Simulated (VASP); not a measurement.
# TiAl (P4/mmm) in VASP: further runs

The runs below take TiAl through single point, relaxation of cell and atoms, with PBEsol.

All numbers are computed with VASP 6.6.1; they aren't measurements. Logs are shortened: lines on timing, memory, paths and dates and some standing lists are left out, and cuts for length are marked.

**1. The cell of the first run**

It takes space group P4/mmm (No. 123, tetragonal). Conventional cell: a = 2.795 Å, b = 2.795 Å, c = 4.038 Å, α = 90.00°, β = 90.00°, γ = 90.00°. Ti (site symmetry 4/mmm) has 4 Ti at 2.80 Å and 8 Al at 2.83 Å within 3.7 Å. Within 3.7 Å of Al (site symmetry 4/mmm) lie 4 Al at 2.80 Å and 8 Ti at 2.83 Å.

**2. Single point, PBEsol**

INCAR

```
PREC     = Accurate       # precision mode
ENCUT    = 520            # plane-wave cutoff, eV
EDIFF    = 1E-7           # SCF threshold, eV
ISMEAR   = 0              # smearing method
SIGMA    = 0.1            # smearing width, eV
LREAL    = False          # projectors in reciprocal space
LASPH    = True           # aspherical terms in the spheres
NELM     = 60             # most SCF steps
ALGO     = Fast           # electronic algorithm
ISIF     = 2              # what is computed and relaxed
LWAVE    = False          # write WAVECAR
LCHARG   = False          # write CHGCAR
GGA      = PS             # functional
NBANDS   = 14             # bands
```

KPOINTS

```
Automatic mesh
0
Gamma
  20 20 14
```

POSCAR

```
TiAl
1.0
    2.7951319741      0.0000000000      0.0000000000
    0.0000000000      2.7951319741      0.0000000000
    0.0000000000      0.0000000000      4.0383680460
Ti Al
1 1
Direct
    0.0000000000      0.0000000000      0.0000000000
    0.5000000000      0.5000000000      0.5000000000
```

Potentials or basis: VASP PAW PBE potentials, release 64 (Ti_sv, Al).

Run with:

```bash
cat potpaw_PBE.64/Ti_sv/POTCAR potpaw_PBE.64/Al/POTCAR > POTCAR
mpirun -np 1 vasp_std > vasp.out
```

OUTCAR:

```text
PREC = Accurate
   ENCUT = 520
   EDIFF = 1E-7
   ISMEAR = 0
   LREAL = False
   LASPH = True
   NELM = 60
   ISIF = 2
   GGA = PS

 ion  position               nearest neighbor table
   1  0.000  0.000  0.000-   2 2.83   2 2.83   2 2.83   2 2.83   2 2.83   2 2.83   2 2.83   2 2.83

   2  0.500  0.500  0.500-   1 2.83   1 2.83   1 2.83   1 2.83   1 2.83   1 2.83   1 2.83   1 2.83

  LATTYP: Found a simple tetragonal cell.
 ALAT       =     2.7951319741
 C/A-ratio  =     1.4447861795

  Lattice vectors:

 A1 = (   2.7951319741,   0.0000000000,   0.0000000000)
 A2 = (   0.0000000000,   2.7951319741,   0.0000000000)
 A3 = (   0.0000000000,   0.0000000000,   4.0383680460)

Analysis of symmetry for initial positions (statically):
=====================================================================
 Subroutine PRICEL returns:
 Original cell was already a primitive cell.

 Routine SETGRP: Setting up the symmetry group for a
 simple tetragonal supercell.

 Subroutine GETGRP returns: Found 16 space group operations
 (whereof 16 operations were pure point group operations)
 out of a pool of 16 trial point group operations.

The static configuration has the point symmetry D_4h.

Analysis of symmetry for dynamics (positions and initial velocities):
=====================================================================
 Subroutine PRICEL returns:
 Original cell was already a primitive cell.

 Routine SETGRP: Setting up the symmetry group for a
 simple tetragonal supercell.

 Subroutine GETGRP returns: Found 16 space group operations
 (whereof 16 operations were pure point group operations)
 out of a pool of 16 trial point group operations.

The dynamic configuration has the point symmetry D_4h.

 Subroutine INISYM returns: Found 16 space group operations
 (whereof 16 operations are pure point group operations),
 and found     1 'primitive' translations

----------------------------------------------------------------------------------------

                                     Primitive cell

  volume of cell :      31.5508

  direct lattice vectors                    reciprocal lattice vectors
     2.795131974  0.000000000  0.000000000     0.357764860  0.000000000  0.000000000
     0.000000000  2.795131974  0.000000000     0.000000000  0.357764860  0.000000000
     0.000000000  0.000000000  4.038368046     0.000000000  0.000000000  0.247624780

  length of vectors
     2.795131974  2.795131974  4.038368046     0.357764860  0.357764860  0.247624780

  position of ions in fractional coordinates (direct lattice)
     0.000000000  0.000000000  0.000000000
     0.500000000  0.500000000  0.500000000

  ion indices of the primitive-cell ions
   primitive index   ion index
                 1           1
                 2           2

----------------------------------------------------------------------------------------

 KPOINTS: Automatic mesh

Automatic generation of k-mesh.
 Grid dimensions read from file:
 generate k-points for:   20   20   14

 Generating k-lattice:

  Cartesian coordinates                     Fractional coordinates (reciprocal lattice)
     0.017888243  0.000000000  0.000000000     0.050000000  0.000000000  0.000000000
     0.000000000  0.017888243  0.000000000     0.000000000  0.050000000  0.000000000
     0.000000000  0.000000000  0.017687484     0.000000000  0.000000000  0.071428571

  Length of vectors
     0.017888243  0.017888243  0.017687484

  Shift w.r.t. Gamma in fractional coordinates (k-lattice)
     0.000000000  0.000000000  0.000000000

 Subroutine IBZKPT returns following result:
 ===========================================

 Found    528 irreducible k-points:

 Following reciprocal coordinates:
            Coordinates               Weight
  0.000000  0.000000  0.000000      1.000000
  0.050000  0.000000  0.000000      4.000000
  0.100000  0.000000  0.000000      4.000000
  0.150000  0.000000  0.000000      4.000000
  0.200000  0.000000  0.000000      4.000000
  0.250000  0.000000  0.000000      4.000000
[... 16 lines left out ...]
  0.150000  0.100000  0.000000      8.000000
  0.200000  0.100000  0.000000      8.000000
 [... further k-points ...]
   k-points           NKPTS =    528   k-points in BZ     NKDIM =    528   number of bands    NBANDS=     14
   number of dos      NEDOS =    301   number of ions     NIONS =      2
   total plane-waves  NPLWV =  17280
   dimension x,y,z NGX =    24 NGY =   24 NGZ =   30
   dimension x,y,z NGXF=    48 NGYF=   48 NGZF=   60
   ions per type =               1   1
   NGX,Y,Z   is equivalent  to a cutoff of  14.27, 14.27, 12.35 a.u.
   NGXF,Y,Z  is equivalent  to a cutoff of  28.55, 28.55, 24.70 a.u.
 SYSTEM =  unknown system
   PREC   = accura    normal or accurate (medium, high low for compatibility)
   ISTART =      0    job   : 0-new  1-cont  2-samecut
   ICHARG =      2    charge: 1-file 2-atom 10-const
   ISPIN  =      1    spin polarized calculation?
   LNONCOLLINEAR =      F non collinear calculations
   LSORBIT =      F    spin-orbit coupling
   LASPH  =      T    aspherical Exc in radial PAW
   ENCUT  =  520.0 eV  38.22 Ry    6.18 a.u.   5.20  5.20  7.51*2*pi/ulx,y,z
   NELM   =     60;   NELMIN=  2; NELMDL= -5     # of ELM steps
   EDIFF  = 0.1E-06   stopping-criterion for ELM
   LREAL  =      F    real-space projection
   EDIFFG = 0.1E-05   stopping-criterion for IOM
   NSW    =      0    number of steps for IOM
   IBRION =     -1    ionic relax: 0-MD 1-quasi-New 2-CG
   NFREE  =      0    steps in history (QN), initial steepest desc. (CG)
   ISIF   =      2    stress and relaxation
   ISYM   =      2    0-nonsym 1-usesym 2-fastsym
   POTIM  = 0.5000    time-step for ionic-motion
   TEBEG  =    0.0;   TEEND  =   0.0 temperature during run
   PSTRESS=    0.0 pullay stress
   NELECT =      15.0000    total number of electrons
   NUPDOWN=      -1.0000    fix difference up-down
   EMIN   =  10.00;   EMAX   =-10.00  energy-range for DOS
   EFERMI =   0.00;   METHOD = LEGACY
   ISMEAR =     0;   SIGMA  =   0.10  broadening in eV -4-tet -1-fermi 0-gaus
   EFERMI_NEDOS =   21; number of points for ismear=-14 and -15
   IALGO  =     68    algorithm
   IMIX   =      4    mixing-type and parameters
     AMIX     =   0.40;   BMIX     =  1.00
     AMIX_MAG =   1.60;   BMIX_MAG =  1.00
  volume/ion in A,a.u.               =      15.78       106.46
  Fermi-wavevector in a.u.,A,eV,Ry     =   1.277718  2.414537 22.212378  1.632564
  Thomas-Fermi vector in A             =   2.410302
   LORBIT       =      0    0 simple, 1 ext, 2 COOP (PROOUT), +10 PAW based schemes
   GGA     = PS    functional components
   LHFCALC =     F    Hartree Fock is set to
   AEXX    =    0.0000 exact exchange contribution
   IVDW    =     0    specifies the selected vdW correction
   LEPSILON=     F    determine dielectric tensor
   LRPA    =     F    only Hartree local field effects (RPA)
 non-spin polarized calculation
 RMM-DIIS sequential band-by-band and
 Gauss-broadening in eV      SIGMA  =   0.10
  energy-cutoff  :      520.00
  volume of cell :       31.55
 maximum number of plane-waves:       888
 NGX is ok and might be reduce to    24
   NGX = 11   NGY = 11   NGZ = 15

 number of electron      14.9999997 magnetization

 Free energy of the ion-electron system (eV)
  ---------------------------------------------------
  ext. energy  EPLUGINS =         0.00000000
  ---------------------------------------------------
  free energy    TOTEN  =       -13.25391270 eV

  energy without entropy =      -13.24515220  energy(sigma->0) =      -13.24953245

 E-fermi :   8.5173     XC(G=0): -11.2610

 val. band max:        8.5168201576   @ k =   0.4000   0.1500   0.0714
 cond. band min:       8.5274931834   @ k =   0.3500   0.2000   0.0714
 fundamental gap:      0.0106730258
 Fermi energy:         8.5172547414

 k-point     1 :       0.0000    0.0000    0.0000
  band No.  band energies     occupation
      1     -47.8154      2.00000
      2     -24.3165      2.00000
      3     -23.8468      2.00000
      4     -23.8468      2.00000
      5      -0.6354      2.00000
      6       6.5758      2.00000
      7       7.6448      2.00000
      8       8.1786      2.00000
      9      10.7515      0.00000
     10      10.7515      0.00000
     11      11.9231      0.00000
     12      14.8751      0.00000
     13      17.1155      0.00000
     14      17.1155      0.00000

 k-point     2 :       0.0500    0.0000    0.0000
  band No.  band energies     occupation
      1     -47.8138      2.00000
      2     -24.3150      2.00000
      3     -23.8602      2.00000
      4     -23.8456      2.00000
      5      -0.5849      2.00000
      6       6.6181      2.00000
      7       7.6656      2.00000
      8       8.1309      2.00000
      9      10.7603      0.00000
     10      10.8082      0.00000
     11      11.8711      0.00000
     12      14.8717      0.00000
     13      16.2119      0.00000
     14      17.1817      0.00000

 k-point     3 :       0.1000    0.0000    0.0000
  band No.  band energies     occupation
      1     -47.8091      2.00000
      2     -24.3103      2.00000
      3     -23.8989      2.00000
      4     -23.8423      2.00000
      5      -0.4341      2.00000
      6       6.7394      2.00000
      7       7.7206      2.00000
      8       7.9998      2.00000
      9      10.7858      0.00000
     10      10.9695      0.00000
     11      11.7255      0.00000
     12      14.8051      0.00000
     13      15.0887      0.00000
     14      17.3727      0.00000

 k-point     4 :       0.1500    0.0000    0.0000
  band No.  band energies     occupation
      1     -47.8017      2.00000
      2     -24.3032      2.00000
      3     -23.9588      2.00000
      4     -23.8371      2.00000
      5      -0.1852      2.00000
      6       6.9233      2.00000
      7       7.7828      2.00000
      8       7.8121      2.00000
      9      10.8260      0.00000
     10      11.2159      0.00000
     11      11.5127      0.00000
     12      13.8659      0.00000
     13      14.8923      0.00000
     14      17.6710      0.00000

 k-point     5 :       0.2000    0.0000    0.0000
  band No.  band energies     occupation
      1     -47.7924      2.00000
      2     -24.2941      2.00000
      3     -24.0337      2.00000
      4     -23.8306      2.00000
      5       0.1586      2.00000
      6       7.1422      2.00000
      7       7.5963      2.00000
      8       7.7930      2.00000
      9      10.8773      0.00000
     10      11.2643      0.00000
     11      11.5299      0.00000
[... 276 lines left out ...]
 k-point    22 :       0.1000    0.1000    0.0000
  band No.  band energies     occupation
      1     -47.8028      2.00000
      2     -24.3042      2.00000
      3     -23.8971      2.00000
      4     -23.8911      2.00000
      5      -0.2347      2.00000
      6       6.8960      2.00000
      7       7.8082      2.00000
      8       7.8971      2.00000
      9      10.4775      0.00000
     10      11.4607      0.00000
     11      11.5007      0.00000
     12      14.6927      0.00000
     13      14.8596      0.00000
     14      16.1592      0.00000

 k-point    23 :       0.1500    0.1000    0.0000
  band No.  band energies     occupation
      1     -47.7954      2.00000
      2     -24.2971      2.00000
      3     -23.9540      2.00000
      4     -23.8883      2.00000
      5       0.0119      2.00000
      6       7.0689      2.00000
      7       7.7727      2.00000
      8       7.8868      2.00000
      9      10.3797      0.00000
     10      11.2664      0.00000
     11      11.7895      0.00000
     12      13.8827      0.00000
     13      14.8840      0.00000
     14      16.0972      0.00000

 k-point    24 :       0.2000    0.1000    0.0000
  band No.  band energies     occupation
      1     -47.7862      2.00000
      2     -24.2880      2.00000
      3     -24.0283      2.00000
      4     -23.8814      2.00000
      5       0.3525      2.00000
      6       7.2669      2.00000
      7       7.6117      2.00000
      8       7.9232      2.00000
      9      10.3449      0.00000
     10      11.0091      0.00000
     11      12.1446      0.00000
     12      13.0083      0.00000
     13      14.9101      0.00000
     14      16.3257      0.00000

 [... further k-points ...]

------------------------ aborting loop because EDIFF is reached ----------------------------------------

  FORCE on cell =-STRESS in cart. coord.  units (eV):
  Direction    XX          YY          ZZ          XY          YZ          ZX
  --------------------------------------------------------------------------------------
  -------------------------------------------------------------------------------------
  Total        0.0056272      0.0056272      0.0154514      0.0000000      0.0000000      0.0000000
  in kB        0.2857537      0.2857537      0.7846371      0.0000000      0.0000000      0.0000000
  external PRESSURE =       0.4520482 kB  Pullay stress =       0.0000000 kB

 VOLUME and BASIS-vectors are now :
 -----------------------------------------------------------------------------
  energy-cutoff  :      520.00
  volume of cell :       31.55
      direct lattice vectors                 reciprocal lattice vectors
     2.795131974  0.000000000  0.000000000     0.357764860  0.000000000  0.000000000
     0.000000000  2.795131974  0.000000000     0.000000000  0.357764860  0.000000000
     0.000000000  0.000000000  4.038368046     0.000000000  0.000000000  0.247624780

 POSITION                                       TOTAL-FORCE (eV/Angst)
 -----------------------------------------------------------------------------------
      0.00000      0.00000      0.00000         0.000000      0.000000      0.000000
      1.39757      1.39757      2.01918         0.000000      0.000000      0.000000
 -----------------------------------------------------------------------------------
    total drift:                                0.000000      0.000000      0.000000

  FREE ENERGIE OF THE ION-ELECTRON SYSTEM (eV)
  ---------------------------------------------------
  free  energy   TOTEN  =       -13.2539126977 eV

  energy  without entropy=      -13.2451521966  energy(sigma->0) =      -13.24953245
```

Wall time 12 min (1 thread of Intel Xeon 8259CL, shared host); peak memory 0.36 GiB.

Results:

```
Free energy            : -13.2539 eV
Pressure               : 0.0 GPa
Band gap on the k mesh : zero (an odd number of electrons rules out a gap without spin polarisation)
```

Caveat: the PAW data sets were made with another functional, which shifts forces and pressure a little.

**3. Relaxation of cell and atoms, PBEsol**

This run uses another cell than the first one, of 16.28 Å³/atom.

INCAR

```
  PREC = Accurate
  ENCUT = 600
  EDIFF = 1E-6
  ISMEAR = 0
  SIGMA = 0.1
  LREAL = False
  LASPH = True
  NELM = 60
  ALGO = Fast
  ISIF = 3
  LWAVE = False
  LCHARG = False
  GGA = PS
  IBRION = 2
  NSW = 80
  EDIFFG = -0.003
```

KPOINTS

```
regular mesh
0
Gamma
  20 20 14
```

POSCAR

```
TiAl
1.0
    2.8284271247      0.0000000000      0.0000000000
    0.0000000000      2.8284271247      0.0000000000
    0.0000000000      0.0000000000      4.0700000000
Ti Al
1 1
Direct
    0.0000000000      0.0000000000      0.0000000000
    0.5000000000      0.5000000000      0.5000000000
```

Potentials or basis: VASP PAW PBE potentials, release 64 (Ti_sv, Al).

Run with:

```bash
cat potpaw_PBE.64/Ti_sv/POTCAR potpaw_PBE.64/Al/POTCAR > POTCAR
mpirun -np 1 vasp_std > vasp.out
```

Run time: 43 min. Hardware: 1 thread of Intel Xeon 8259CL, shared host; peak memory 0.42 GiB.

Results (log left out):

- Free energy: -13.2544 eV
- Relaxed volume: 15.78 Å³/atom
- Relaxed cell: a = 2.795 Å, b = 2.795 Å, c = 4.041 Å, α = 90.00°, β = 90.00°, γ = 90.00°
- Space group after relaxing (to 0.1 Å): P4/mmm (No. 123)
- Energy gained by relaxing: 5.7 meV/atom
- Ionic steps: 11
- Pressure after relaxing: 0.0 GPa
- Band gap on the k mesh: zero (an odd number of electrons rules out a gap without spin polarisation)

Step by step:
```csv
step,energy change (eV),largest force (eV/Å),pressure (GPa),volume (Å³)
1,0.0000,0.0000,-3.52,32.56
2,-0.0061,0.0000,2.44,30.90
3,-0.0114,0.0000,0.12,31.56
4,-0.0114,0.0000,-0.08,31.59
5,-0.0114,0.0000,-0.10,31.59
6,-0.0114,0.0000,-0.11,31.59
7,-0.0114,0.0000,-0.14,31.59
8,-0.0114,0.0000,0.07,31.53
9,-0.0114,0.0000,0.03,31.57
10,-0.0114,0.0000,-0.02,31.57
11,-0.0114,0.0000,0.00,31.57
```

Final structure:
```xyz
2
Lattice="2.7950 0.0000 0.0000 0.0000 2.7950 0.0000 0.0000 0.0000 4.0412" Properties=species:S:1:pos:R:3 pbc="T T T"
Ti    0.0000    0.0000    0.0000
Al    1.3975    1.3975    2.0206
```

Levels at points of the mesh, in eV from the Fermi level:
| k point | band 6 | band 7 | band 8 | band 9 | band 10 | band 11 |
| --- | --- | --- | --- | --- | --- | --- |
| (0.00, 0.00, 0.00) | -1.94 | -0.87 | -0.35 | 2.23 | 2.23 | 3.41 |
| (0.50, 0.00, 0.00) | -4.54 | -1.77 | -0.27 | 1.77 | 2.61 | 4.51 |
| (0.50, 0.50, 0.00) | -0.45 | -0.42 | -0.42 | -0.24 | -0.24 | 4.40 |
| (0.00, 0.00, 0.50) | -5.33 | -0.70 | 0.62 | 1.87 | 1.87 | 3.42 |
| (0.50, 0.00, 0.50) | -2.98 | -1.22 | -1.10 | 1.39 | 1.82 | 2.38 |
| (0.50, 0.50, 0.50) | -2.31 | -2.31 | 1.96 | 2.19 | 2.71 | 4.29 |

Caveat: the PAW data sets were made with another functional, which shifts forces and pressure a little.
